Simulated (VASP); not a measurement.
A run of VASP 6.6.1:

Contents of INCAR:

```
PREC = Accurate
ENCUT = 600
EDIFF = 1E-6
ISMEAR = -1
SIGMA = 0.05
LREAL = False
LASPH = True
NELM = 80
ALGO = Normal
ISIF = 3
LWAVE = False
LCHARG = False
GGA = RP
IVDW = 13
IBRION = 2
NSW = 80
EDIFFG = -0.01
```

Contents of KPOINTS:

```
regular mesh
0
Gamma
  8 8 8
```

POSCAR

```
MgS
1.0
    0.0000000000      2.8331200468      2.8331200468
    2.8331200468      0.0000000000      2.8331200468
    2.8331200468      2.8331200468      0.0000000000
S Mg
1 1
Direct
    0.2500000000      0.2500000000      0.2500000000
    0.0000000000      0.0000000000      0.0000000000
```

Potentials or basis: VASP PAW PBE potentials, release 64 (S, Mg).

Run with:

```bash
$ cat potpaw_PBE.64/S/POTCAR potpaw_PBE.64/Mg/POTCAR > POTCAR
$ mpirun -np 1 vasp_std > vasp.out
```

Hardware: 1 thread of Intel Xeon 6975P-C, on a shared host.

How long does it take, and how much memory?

Wall time 27 s on 1 thread of Intel Xeon 6975P-C, with other jobs on the host, peak memory 0.19 GiB. Counts: scf iterations 26, k points 29, ion steps 3.
